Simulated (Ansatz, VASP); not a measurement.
**One calculation of Cs2NaI6, two programs**

The input INCAR:

```
PREC = Accurate
ENCUT = 520
EDIFF = 1E-6
ISMEAR = 1
SIGMA = 0.0152
LREAL = False
LASPH = True
NELM = 60
ALGO = Normal
ISIF = 2
LWAVE = False
LCHARG = True
GGA = PE
LELF = True
LVHAR = True
NBANDS = 44
```

Contents of KPOINTS:

```
Automatic mesh
0
Gamma
  4 4 4
```

File POSCAR:

```
Cs2NaI6
1.0
   -4.5401170000      4.5401170000      4.6679290000
    4.5401170000     -4.5401170000      4.6679290000
    4.5401170000      4.5401170000     -4.6679290000
Na Cs I
1 2 6
Direct
    0.0000000000      0.0000000000      0.0000000000
    0.7500000000      0.2500000000      0.5000000000
    0.2500000000      0.7500000000      0.5000000000
    0.7937900000      0.7937900000      0.5875800000
    0.7937900000      0.2062100000      0.0000000000
    0.2062100000      0.2062100000      0.4124200000
    0.2062100000      0.7937900000      0.0000000000
    0.6500600000      0.6500600000      0.0000000000
    0.3499400000      0.3499400000      0.0000000000
```

Input for Ansatz:

```yaml
crystal:
  lattice:
    - [-4.540117, 4.540117, 4.667929]
    - [4.540117, -4.540117, 4.667929]
    - [4.540117, 4.540117, -4.667929]
  atoms:
    - { symbol: Na, position: [0.0, 0.0, 0.0] }
    - { symbol: Cs, position: [0.75, 0.25, 0.5] }
    - { symbol: Cs, position: [0.25, 0.75, 0.5] }
    - { symbol: I, position: [0.79379, 0.79379, 0.58758] }
    - { symbol: I, position: [0.79379, 0.20621, 0.0] }
    - { symbol: I, position: [0.20621, 0.20621, 0.41242] }
    - { symbol: I, position: [0.20621, 0.79379, 0.0] }
    - { symbol: I, position: [0.65006, 0.65006, 0.0] }
    - { symbol: I, position: [0.34994, 0.34994, 0.0] }
  symmetry: { tolerance: 0.0003 }
kpoints:
  mp_grid: { grid: [4, 4, 4], shift: [0, 0, 0] }
  band_path:
    path:
      - [0.0, 0.0, 0.0]
      - [0.0, 0.0, 0.5]
      - [0.25, 0.25, 0.25]
      - [0.0, 0.5, 0.0]
      - [0.0, 0.0, 0.0]
      - [0.5, 0.5, -0.5]
      - [0.48649699, 0.51350301, -0.48649699]
      - [-0.48649699, 0.48649699, 0.48649699]
      - [0.0, 0.0, 0.0]
      - [0.0, 0.0, 0.5]
      - [-0.47299398, 0.47299398, 0.5]
    npoints: 7
magnetization:
  spin_polarized: false
scf:
  occupations: { method: methfessel_paxton, width: 0.0152 }
  lower_state_search: "off"
  max_iter: 200
hamiltonian:
  pseudopotentials: { kind: paw }
  xc: pbe
basis:
  ecutwfc: 420
  fft_grid_basis: typed
output:
  forces: true
  stress: true
  eigenvalues: true
  bader: true
  populations: true
  elf: true
  write_potential: true
  volumetric_format: npy
  dos:
    e_range: [-12, 8]
    de: 0.05
    projected: { site_lists: { Cs: [Cs], I: [I], Na: [Na] } }
checkpoint:
  read: saved_state
```

Alike in both runs: task single point; functional PBE; k mesh 4 × 4 × 4; occupations methfessel-paxton of order 1, width 0.0152 eV; no spin polarisation.

```csv
,VASP,Ansatz
version,VASP 6.6.1,Ansatz 0.2.0
potentials or method,"VASP PAW PBE potentials, release 64 (Na_pv, Cs_sv, I), cutoff 520 eV",PAW plane waves
valence electrons in the cell,67,129
```

VASP gave:

- pressure (GPa): 2.8
- traceless stress, the component that is largest in VASP (GPa): -2.01
- rms of the force components (eV/Å): 0.623

Question: What did Ansatz give for the same quantities?

Answer: Pressure (GPa): 2.8; traceless stress, the component that is largest in VASP (GPa): -1.98; rms of the force components (eV/Å): 0.619.

Atom by atom the forces differ by 0.006 eV/Å (rms over components). VASP's potentials hold 67 valence electrons a cell and Ansatz's 129, so a difference there can come from the potentials and not from the codes.

Neither program's run includes spin-orbit coupling.
